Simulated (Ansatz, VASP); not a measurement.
## Pd in VASP and in Ansatz

INCAR

```
SYSTEM = Pd
ALGO = Normal ; EDIFF = 1E-6
ENCUT = 520 ; ISIF = 2
ISMEAR = -1 ; LASPH = .True.
LCHARG = .True. ; LELF = .True.
LREAL = .False. ; LVHAR = .True.
LWAVE = .False. ; NBANDS = 39
NELM = 80 ; PREC = Accurate
SIGMA = 0.05
```

The input KPOINTS:

```
k-points
0
Gamma
  10 10 1
  0 0 0
```

POSCAR

```
Pd
1.0
    2.7505039575      0.0000000000      0.0000000000
    0.0000000000      2.7505039575      0.0000000000
    0.0000000000      0.0000000000     24.7245000000
Pd
6
Direct
    0.5000000000      0.5000000000      0.3033428381
    0.0000000000      0.0000000000      0.3820057028
    0.5000000000      0.5000000000      0.4606685676
    0.0000000000      0.0000000000      0.5393314324
    0.5000000000      0.5000000000      0.6179942972
    0.0000000000      0.0000000000      0.6966571619
```

Contents of input.yaml:

```yaml
crystal:
  lattice:
    - [2.7505039575, 0.0, 0.0]
    - [0.0, 2.7505039575, 0.0]
    - [0.0, 0.0, 24.7245]
  atoms:
    - { symbol: Pd, position: [0.5, 0.5, 0.3033428381] }
    - { symbol: Pd, position: [0.0, 0.0, 0.3820057028] }
    - { symbol: Pd, position: [0.5, 0.5, 0.4606685676] }
    - { symbol: Pd, position: [0.0, 0.0, 0.5393314324] }
    - { symbol: Pd, position: [0.5, 0.5, 0.6179942972] }
    - { symbol: Pd, position: [0.0, 0.0, 0.6966571619] }
kpoints:
  mp_grid: { grid: [10, 10, 1] }
scf:
  occupations: { method: fermi_dirac, width: 0.05 }
hamiltonian:
  xc: lda
  pseudopotentials: { kind: all_electron, lapw: { basis_error: 0.002 } }
output:
  forces: true
  stress: true
  eigenvalues: true
```

Alike in both runs: task single point; functional LDA; k mesh 10 × 10 × 1; occupations fermi-dirac, width 0.05 eV; no spin polarisation.

|  | VASP | Ansatz |
| --- | --- | --- |
| version | VASP 6.6.1 | Ansatz 0.2.0 |
| potentials or method | VASP PAW LDA potentials, release 64 (Pd), cutoff 520 eV | all-electron LAPW, scalar-relativistic |

```tsv
	VASP	Ansatz	Ansatz less VASP
gap on the k mesh at the Fermi level (eV)	none	none	-
rms of the force components (eV/Å)	0.176	0.182	+0.0058
```

LDA's correlation is that of Perdew and Zunger in VASP and of Perdew and Wang (1992) in Ansatz. Atom by atom the forces differ by 0.006 eV/Å (rms over components). A gap of «none» marks a metal or a gap that the smearing closes. Ansatz ran all-electron here, and VASP with PAW potentials.
